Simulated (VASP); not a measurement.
Input of a VASP 6.6.1 run:

File INCAR:

```
SYSTEM = AlNi
ALGO = Fast
EDIFF = 1E-6
ENCUT = 520
GGA = PS
ISIF = 2
ISMEAR = 0
LASPH = .TRUE.
LCHARG = .TRUE.
LELF = .TRUE.
LREAL = .FALSE.
LVHAR = .TRUE.
LWAVE = .FALSE.
NBANDS = 14
NELM = 80
PREC = Accurate
SIGMA = 0.15
```

The input KPOINTS:

```
k-points
0
G
  20 20 20
  0 0 0
```

The input POSCAR:

```
AlNi
1.0
    2.8621655516      0.0000000000      0.0000000000
    0.0000000000      2.8621655516      0.0000000000
    0.0000000000      0.0000000000      2.8621655516
Al Ni
1 1
Direct
    0.0000000000      0.0000000000      0.0000000000
    0.4369631295      0.4369631295      0.4369631295
```

Potentials or basis: VASP PAW PBE potentials, release 64 (Al, Ni).

Run with:

```bash
$ cat potpaw_PBE.64/Al/POTCAR potpaw_PBE.64/Ni/POTCAR > POTCAR
$ mpirun -np 1 vasp_std > vasp.out
```

(1) What does it give for the largest force?

(2) What does it give for the pressure?

Answers

(1) 2.411 eV/Å.

(2) 7.6 GPa.

Caveat: the cell differs from its parent crystal (all Ni atoms moved +0.312 Å, as atom 2 towards its neighbour atom 1 (Al) at 2.479 Å); the PAW data sets were made with another functional, which shifts forces and pressure a little.
